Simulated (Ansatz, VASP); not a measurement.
Two plane-wave programs on WS2

File INCAR:

```
PREC     = Accurate       # precision mode
ENCUT    = 520            # plane-wave cutoff, eV
EDIFF    = 1E-7           # SCF threshold, eV
ISMEAR   = 0              # smearing method
SIGMA    = 0.05           # smearing width, eV
LREAL    = False          # projectors in reciprocal space
LASPH    = True           # aspherical terms in the spheres
NELM     = 100            # most SCF steps
ALGO     = Normal         # electronic algorithm
ISIF     = 2              # what is computed and relaxed
LWAVE    = False          # write WAVECAR
LCHARG   = False          # write CHGCAR
GGA      = PS             # functional
IVDW     = 12             # dispersion correction
NBANDS   = 20             # bands
```

The input KPOINTS:

```
Automatic mesh
0
Gamma
  12 12 2
```

The input POSCAR:

```
WS2
1.0
    3.1239380587      0.0000000000      0.0000000000
   -1.5619690294      2.7054097187      0.0000000000
    0.0000000000      0.0000000000     16.9375357456
W S
1 2
Direct
    0.3333333333      0.6666666667      0.0008072152
    0.6569353598      0.3333333333      0.9048367852
    0.6763979736      0.3333333333      0.0905344422
```

Input for Ansatz:

```yaml
crystal:
  lattice:
    - [3.1239380587, 0.0, 0.0]
    - [-1.5619690294, 2.7054097187, 0.0]
    - [0.0, 0.0, 16.9375357456]
  atoms:
    - { symbol: W, position: [0.3333333333, 0.6666666667, 0.0008072152] }
    - { symbol: S, position: [0.6569353598, 0.3333333333, 0.9048367852] }
    - { symbol: S, position: [0.6763979736, 0.3333333333, 0.0905344422] }
basis:
  ecutwfc: 420
kpoints:
  mp_grid: { grid: [12, 12, 2] }
hamiltonian:
  xc: pbesol
  pseudopotentials: { kind: paw, azcp: { folder: soft_1 } }
  dispersion: d3bj
scf:
  occupations: { method: gaussian, width: 0.05 }
output:
  forces: true
  stress: true
  eigenvalues: true
```

Change from the starting cell: mode 4 frozen in at -0.030 Å and mode 9 at -0.039 Å (largest displacements).

Alike in both runs: task single point; functional PBEsol; dispersion D3(BJ); k mesh 12 × 12 × 2; occupations gaussian, width 0.05 eV; no spin polarisation.

|  | VASP | Ansatz |
| --- | --- | --- |
| version | VASP 6.6.1 | Ansatz 0.2.0 |
| potentials or method | VASP PAW PBE potentials, release 64 (W_sv, S), cutoff 520 eV | scalar-relativistic, plane waves, PAW |
| valence electrons in the cell | 26 | 26 |

```tsv
	VASP	Ansatz	Ansatz less VASP
gap on the k mesh at the Fermi level (eV)	1.97	1.97	0.000
least direct gap on the mesh (eV)	2.04	2.03	-0.004
rms of the force components (eV/Å)	0.757	0.755	-0.0016
```

VASP's potentials were made for PBE, not for PBEsol, and Ansatz warns of the same on its side. Atom by atom the forces differ by 0.010 eV/Å (rms over components).

Spin-orbit coupling is off throughout.
